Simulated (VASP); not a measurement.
# Zn15S16 (a cell with a defect) in VASP: single point with PBE

Aim: the single point of Zn15S16 (a cell with a defect) with PBE.

All numbers are computed with VASP 6.6.1; they aren't measurements. Logs are shortened: lines on timing, memory, paths and dates and some standing lists are left out, and cuts for length are marked.

### 1 The cell of the first run

The cell holds a defect, 31 atoms: a = 9.426 Å, b = 9.426 Å, c = 9.426 Å, α = 109.47°, β = 109.47°, γ = 109.47°.

### 2 Single point, PBE

INCAR

```
PREC = Accurate ; ENCUT = 520
EDIFF = 1E-6 ; ISMEAR = 0
SIGMA = 0.02 ; LREAL = Auto
LASPH = T ; NELM = 80
ALGO = Normal ; ISIF = 2
LWAVE = F ; LCHARG = T
GGA = PE ; LVHAR = T
NELECT = 278.0 ; NBANDS = 159
KPAR = 2 ; NCORE = 2
```

KPOINTS

```
Automatic mesh
0
Gamma
  2 2 2
  0.5 0.5 0.5
```

POSCAR

```
Zn15S16
1.0
   -5.4423087611     -5.4423087611      5.4423087611
    5.4423087611     -5.4423087611     -5.4423087611
    5.4423087611      5.4423087611      5.4423087611
Zn S
15 16
Direct
    0.2099701708      0.0000044099      0.8726854187
    0.5052019503      0.7634209455      0.7599946423
    0.2489748486      0.7395751834      0.0062332921
    0.0121848103      0.7617495960      0.2470848419
    0.7495148069     -0.0000005512      0.2393168152
    0.4889637132     -0.0000007350      0.4987648844
   -0.0059219352      0.2514679082      0.7412416636
    0.7587584022      0.5138514963      0.7624291789
    0.4972511886      0.4916708363     -0.0075275038
    0.2449069978      0.4861483639      0.2485764883
    0.0055820978      0.5083299426      0.5008025306
    0.7426107517      0.7485315844      0.4897743066
    0.7417810487      0.2365775366     -0.0034271301
    0.5094023735      0.2604257792      0.2666610006
    0.2504342476      0.2382486105      0.4853340955
    0.2480086227      0.7565190952      0.7606145079
    0.0087905707      0.7593205717      0.9988499805
    0.4962847789      0.5006333928      0.7455414013
    0.2488909688      0.4911433028      0.9984361855
   -0.0043489815      0.4993651811      0.2449074572
    0.7474268143      0.7454772741      0.2400988362
    0.4911799601      0.7466895353      0.4960023620
   -0.0316517323      0.0000000919      0.7382368727
    0.7444894580      0.2533095898      0.7493122274
    0.4914921438      0.2434838886      1.0040983964
    0.2494714210      0.2406796559      0.2395291332
    0.0019492646      0.2545222186      0.4946207792
    0.7577495473      0.5088572923      0.5072949039
    0.7565314062     -0.0000008269      0.9984459241
    0.5034222828     -0.0000003675      0.2529482542
    0.2473647783     -0.0000006431      0.5064514200
```

Potentials or basis: VASP PAW PBE potentials, release 64 (Zn, S).

The run is started by

```sh
cat potpaw_PBE.64/Zn/POTCAR potpaw_PBE.64/S/POTCAR > POTCAR
mpirun -np 4 vasp_std > vasp.out
```

OUTCAR:

```text
PREC = Accurate
   ENCUT = 520
   EDIFF = 1E-6
   ISMEAR = 0
   LREAL = Auto
   LASPH = T
   NELM = 80
   ISIF = 2
   GGA = PE
   NELECT = 278.0

 ion  position               nearest neighbor table
   1  0.210  0.000  0.873-  23 2.21  25 2.39  16 2.39
   2  0.505  0.763  0.760-  29 2.29  22 2.40  16 2.41  18 2.41
   3  0.249  0.740  0.006-  17 2.31  19 2.32  16 2.37  30 2.40
   4  0.012  0.762  0.247-  31 2.31  17 2.32  20 2.42  21 2.43
   5  0.750  1.000  0.239-  29 2.29  30 2.37  21 2.40  27 2.40
   6  0.489  1.000  0.499-  31 2.30  30 2.37  22 2.39  24 2.39
   7  0.994  0.251  0.741-  23 2.29  27 2.36  19 2.37  24 2.38
   8  0.759  0.514  0.762-  17 2.30  24 2.37  18 2.38  28 2.39
   9  0.497  0.492  0.992-  18 2.35  19 2.36  25 2.36  21 2.36
  10  0.245  0.486  0.249-  26 2.30  22 2.37  20 2.38  19 2.39
  11  0.006  0.508  0.501-  20 2.35  28 2.36  16 2.36  27 2.36
  12  0.743  0.749  0.490-  23 2.29  21 2.36  28 2.37  22 2.38
  13  0.742  0.237  0.997-  29 2.29  24 2.40  25 2.41  20 2.41
  14  0.509  0.260  0.267-  26 2.31  28 2.32  25 2.37  30 2.40
  15  0.250  0.238  0.485-  31 2.31  26 2.32  18 2.42  27 2.43
  16  0.248  0.757  0.761-  11 2.36   3 2.37   1 2.39   2 2.41
  17  0.009  0.759  0.999-   8 2.30   3 2.31   4 2.32
  18  0.496  0.501  0.746-   9 2.35   8 2.38   2 2.41  15 2.42
  19  0.249  0.491  0.998-   3 2.32   9 2.36   7 2.37  10 2.39
  20  0.996  0.499  0.245-  11 2.35  10 2.38  13 2.41   4 2.42
  21  0.747  0.745  0.240-  12 2.36   9 2.36   5 2.40   4 2.43
  22  0.491  0.747  0.496-  10 2.37  12 2.38   6 2.39   2 2.40
  23  0.968  0.000  0.738-   1 2.21  12 2.29   7 2.29
  24  0.744  0.253  0.749-   8 2.37   7 2.38   6 2.39  13 2.40
  25  0.491  0.243  0.004-   9 2.36  14 2.37   1 2.39  13 2.41
  26  0.249  0.241  0.240-  10 2.30  14 2.31  15 2.32
  27  0.002  0.255  0.495-   7 2.36  11 2.36   5 2.40  15 2.43
  28  0.758  0.509  0.507-  14 2.32  11 2.36  12 2.37   8 2.39
  29  0.757  1.000  0.998-  13 2.29   2 2.29   5 2.29
  30  0.503  1.000  0.253-   5 2.37   6 2.37  14 2.40   3 2.40
  31  0.247  1.000  0.506-   6 2.30  15 2.31   4 2.31

  LATTYP: Found a body centered cubic cell.
 ALAT       =    10.8846175222

  Lattice vectors:

 A1 = (  -5.4423087611,  -5.4423087611,   5.4423087611)
 A2 = (   5.4423087611,  -5.4423087611,  -5.4423087611)
 A3 = (   5.4423087611,   5.4423087611,   5.4423087611)

Analysis of symmetry for initial positions (statically):
=====================================================================
 Subroutine PRICEL returns:
 Original cell was already a primitive cell.

 Routine SETGRP: Setting up the symmetry group for a
 body centered cubic supercell.

 Subroutine GETGRP returns: Found  1 space group operations
 (whereof  1 operations were pure point group operations)
 out of a pool of 48 trial point group operations.

The static configuration has the point symmetry C_1 .

Analysis of symmetry for dynamics (positions and initial velocities):
=====================================================================
 Subroutine PRICEL returns:
 Original cell was already a primitive cell.

 Routine SETGRP: Setting up the symmetry group for a
 body centered cubic supercell.

 Subroutine GETGRP returns: Found  1 space group operations
 (whereof  1 operations were pure point group operations)
 out of a pool of 48 trial point group operations.

The dynamic configuration has the point symmetry C_1 .

 Subroutine INISYM returns: Found  1 space group operations
 (whereof  1 operations are pure point group operations),
 and found     1 'primitive' translations

----------------------------------------------------------------------------------------

                                     Primitive cell

  volume of cell :     644.7770

  direct lattice vectors                    reciprocal lattice vectors
    -5.442308761 -5.442308761  5.442308761     0.000000000 -0.091872773  0.091872773
     5.442308761 -5.442308761 -5.442308761     0.091872773 -0.091872773  0.000000000
     5.442308761  5.442308761  5.442308761     0.091872773  0.000000000  0.091872773

  length of vectors
     9.426355285  9.426355285  9.426355285     0.129927722  0.129927722  0.129927722

  position of ions in fractional coordinates (direct lattice)
     0.209970171  0.000004410  0.872685419
     0.505201950  0.763420946  0.759994642
     0.248974849  0.739575183  0.006233292
     0.012184810  0.761749596  0.247084842
     0.749514807  0.999999449  0.239316815
     0.488963713  0.999999265  0.498764884
[... 23 lines left out ...]
     0.503422283  0.999999632  0.252948254
     0.247364778  0.999999357  0.506451420

  ion indices of the primitive-cell ions
   primitive index   ion index
                 1           1
                 2           2
                 3           3
                 4           4
                 5           5
                 6           6
[... 23 lines left out ...]
                30          30
                31          31

----------------------------------------------------------------------------------------

 KPOINTS: Automatic mesh

Automatic generation of k-mesh.
 Grid dimensions read from file:
 generate k-points for:    2    2    2

 Generating k-lattice:

  Cartesian coordinates                     Fractional coordinates (reciprocal lattice)
     0.000000000 -0.045936387  0.045936387     0.500000000  0.000000000  0.000000000
     0.045936387 -0.045936387  0.000000000     0.000000000  0.500000000  0.000000000
     0.045936387  0.000000000  0.045936387     0.000000000  0.000000000  0.500000000

  Length of vectors
     0.064963861  0.064963861  0.064963861

  Shift w.r.t. Gamma in fractional coordinates (k-lattice)
     0.500000000  0.500000000  0.500000000

 Subroutine IBZKPT returns following result:
 ===========================================

 Found      4 irreducible k-points:

 Following reciprocal coordinates:
            Coordinates               Weight
  0.250000  0.250000  0.250000      2.000000
 -0.250000  0.250000  0.250000      2.000000
  0.250000 -0.250000  0.250000      2.000000
  0.250000  0.250000 -0.250000      2.000000
   k-points           NKPTS =      4   k-points in BZ     NKDIM =      4   number of bands    NBANDS=    159
   number of dos      NEDOS =    301   number of ions     NIONS =     31
   total plane-waves  NPLWV = 343000
   dimension x,y,z NGX =    70 NGY =   70 NGZ =   70
   dimension x,y,z NGXF=   140 NGYF=  140 NGZF=  140
   ions per type =              15  16
   NGX,Y,Z   is equivalent  to a cutoff of  12.35, 12.35, 12.35 a.u.
   NGXF,Y,Z  is equivalent  to a cutoff of  24.69, 24.69, 24.69 a.u.
 SYSTEM =  unknown system
   PREC   = accura    normal or accurate (medium, high low for compatibility)
   ISTART =      0    job   : 0-new  1-cont  2-samecut
   ICHARG =      2    charge: 1-file 2-atom 10-const
   ISPIN  =      1    spin polarized calculation?
   LNONCOLLINEAR =      F non collinear calculations
   LSORBIT =      F    spin-orbit coupling
   LASPH  =      T    aspherical Exc in radial PAW
   ENCUT  =  520.0 eV  38.22 Ry    6.18 a.u.  17.53 17.53 17.53*2*pi/ulx,y,z
   NELM   =     80;   NELMIN=  2; NELMDL= -5     # of ELM steps
   EDIFF  = 0.1E-05   stopping-criterion for ELM
   LREAL  =      T    real-space projection
   EDIFFG = 0.1E-04   stopping-criterion for IOM
   NSW    =      0    number of steps for IOM
   IBRION =     -1    ionic relax: 0-MD 1-quasi-New 2-CG
   NFREE  =      0    steps in history (QN), initial steepest desc. (CG)
   ISIF   =      2    stress and relaxation
   ISYM   =      2    0-nonsym 1-usesym 2-fastsym
   POTIM  = 0.5000    time-step for ionic-motion
   TEBEG  =    0.0;   TEEND  =   0.0 temperature during run
   PSTRESS=    0.0 pullay stress
   NELECT =     278.0000    total number of electrons
   NUPDOWN=      -1.0000    fix difference up-down
   EMIN   =  10.00;   EMAX   =-10.00  energy-range for DOS
   EFERMI =   0.00;   METHOD = LEGACY
   ISMEAR =     0;   SIGMA  =   0.02  broadening in eV -4-tet -1-fermi 0-gaus
   EFERMI_NEDOS =   21; number of points for ismear=-14 and -15
   IALGO  =     38    algorithm
   IMIX   =      4    mixing-type and parameters
     AMIX     =   0.40;   BMIX     =  1.00
     AMIX_MAG =   1.60;   BMIX_MAG =  1.00
  volume/ion in A,a.u.               =      20.80       140.36
  Fermi-wavevector in a.u.,A,eV,Ry     =   1.236763  2.337144 20.811246  1.529583
  Thomas-Fermi vector in A             =   2.371358
   LORBIT       =      0    0 simple, 1 ext, 2 COOP (PROOUT), +10 PAW based schemes
   GGA     = PE    functional components
   LHFCALC =     F    Hartree Fock is set to
   AEXX    =    0.0000 exact exchange contribution
   IVDW    =     0    specifies the selected vdW correction
   LEPSILON=     F    determine dielectric tensor
   LRPA    =     F    only Hartree local field effects (RPA)
 non-spin polarized calculation
 Gauss-broadening in eV      SIGMA  =   0.02
  energy-cutoff  :      520.00
  volume of cell :      644.78
 maximum number of plane-waves:     17388
 NGX is ok and might be reduce to    70
   NGX = 35   NGY = 35   NGZ = 35

 number of electron     278.0000016 magnetization

 Free energy of the ion-electron system (eV)
  ---------------------------------------------------
  ext. energy  EPLUGINS =         0.00000000
  ---------------------------------------------------
  free energy    TOTEN  =      -100.11411298 eV

  energy without entropy =     -100.11411298  energy(sigma->0) =     -100.11411298

 E-fermi :   1.9413     XC(G=0):  -9.4497

 val. band max:        1.8269283087   @ k =   0.2500   0.2500   0.2500
 cond. band min:       4.5212560750   @ k =   0.2500  -0.2500   0.2500
 fundamental gap:      2.6943277663
 Fermi energy:         1.9412896904

 k-point     1 :       0.2500    0.2500    0.2500
  band No.  band energies     occupation
      1     -10.9367      2.00000
      2     -10.9173      2.00000
      3     -10.7888      2.00000
      4     -10.6670      2.00000
      5     -10.3845      2.00000
      6     -10.3749      2.00000
[... 143 lines left out ...]
    150       6.1124      0.00000
    151       6.1382      0.00000

 k-point     2 :      -0.2500    0.2500    0.2500
  band No.  band energies     occupation
      1     -11.0993      2.00000
      2     -10.6936      2.00000
      3     -10.6615      2.00000
      4     -10.6136      2.00000
      5     -10.5717      2.00000
      6     -10.3949      2.00000
[... 143 lines left out ...]
    150       6.3201      0.00000
    151       6.3524      0.00000

 k-point     3 :       0.2500   -0.2500    0.2500
  band No.  band energies     occupation
      1     -11.0928      2.00000
      2     -10.7623      2.00000
      3     -10.6381      2.00000
      4     -10.6094      2.00000
      5     -10.4694      2.00000
      6     -10.4444      2.00000
[... 143 lines left out ...]
    150       6.3454      0.00000
    151       6.4223      0.00000

 k-point     4 :       0.2500    0.2500   -0.2500
  band No.  band energies     occupation
      1     -11.0993      2.00000
      2     -10.6936      2.00000
      3     -10.6615      2.00000
      4     -10.6136      2.00000
      5     -10.5717      2.00000
      6     -10.3949      2.00000
[... 143 lines left out ...]
    150       6.3201      0.00000
    151       6.3524      0.00000
 [bands above 151 left out]

------------------------ aborting loop because EDIFF is reached ----------------------------------------

  FORCE on cell =-STRESS in cart. coord.  units (eV):
  Direction    XX          YY          ZZ          XY          YZ          ZX
  --------------------------------------------------------------------------------------
  -------------------------------------------------------------------------------------
  Total       13.2652971     13.2655965     16.4730377     -0.5099324      0.4263735      0.4258126
  in kB       32.9623405     32.9630843     40.9331109     -1.2671081      1.0594765      1.0580826
  external PRESSURE =      35.6195119 kB  Pullay stress =       0.0000000 kB

 VOLUME and BASIS-vectors are now :
 -----------------------------------------------------------------------------
  energy-cutoff  :      520.00
  volume of cell :      644.78
      direct lattice vectors                 reciprocal lattice vectors
    -5.442308761 -5.442308761  5.442308761     0.000000000 -0.091872773  0.091872773
     5.442308761 -5.442308761 -5.442308761     0.091872773 -0.091872773  0.000000000
     5.442308761  5.442308761  5.442308761     0.091872773  0.000000000  0.091872773

 POSITION                                       TOTAL-FORCE (eV/Angst)
 -----------------------------------------------------------------------------------
      3.60672      3.60668      5.89212        -0.526689     -0.526594     -0.160410
      5.54143     -2.76811      2.73082        -0.022539     -0.014529      0.006314
      2.70392     -5.34607     -2.63608         0.077021      0.054203     -0.029073
      5.42408     -2.86728     -2.73465        -0.012736      0.017163     -0.007386
      2.66565     -8.21896     -0.06078         0.014473      0.014501      0.003140
      5.49565     -5.38896     -0.06678         0.016586      0.016609     -0.002169
[... 23 lines left out ...]
      4.07915     -6.80546     -1.32590         0.011480      0.011457     -0.012231
      6.85233     -4.03228     -1.33980         0.039475      0.039313      0.019913
 -----------------------------------------------------------------------------------
    total drift:                               -0.001860     -0.001734      0.002351

  FREE ENERGIE OF THE ION-ELECTRON SYSTEM (eV)
  ---------------------------------------------------
  free  energy   TOTEN  =      -100.1141129771 eV

  energy  without entropy=     -100.1141129771  energy(sigma->0) =     -100.11411298
```

Wall time 8.3 min (4 MPI ranks of Oxide Virtual Turin-like, shared host); peak memory 0.48 GiB.

Results:

```yaml
Free_energy: -100.1141 eV
Largest_force: 0.762 eV/Å
```

Forces in eV/Å, atoms in the order of the input:
```
Zn  -0.527 -0.527 -0.160
Zn  -0.023 -0.015  0.006
Zn   0.077  0.054 -0.029
Zn  -0.013  0.017 -0.007
Zn   0.014  0.015  0.003
Zn   0.017  0.017 -0.002
Zn  -0.023  0.016  0.015
Zn   0.012  0.016  0.029
Zn   0.047 -0.012 -0.024
Zn   0.016  0.012  0.029
Zn  -0.012  0.047 -0.024
Zn   0.016 -0.023  0.015
Zn  -0.015 -0.023  0.006
Zn   0.054  0.077 -0.029
Zn   0.017 -0.013 -0.007
S   -0.046  0.025  0.029
S    0.039  0.042 -0.008
S    0.010  0.005  0.003
S    0.023  0.004  0.009
S    0.005  0.010  0.003
S    0.012  0.001  0.013
S    0.018 -0.006 -0.002
S    0.155  0.155  0.049
S   -0.006  0.018 -0.002
S    0.025 -0.046  0.029
S    0.042  0.039 -0.008
S    0.001  0.012  0.013
S    0.004  0.023  0.009
S    0.006  0.006  0.035
S    0.011  0.011 -0.012
S    0.039  0.039  0.020
```

Caveat: the cell carries a net charge on a neutralising background, which shifts energy and pressure; the cell is charged against a uniform background, so pressure and absolute levels hang on convention.
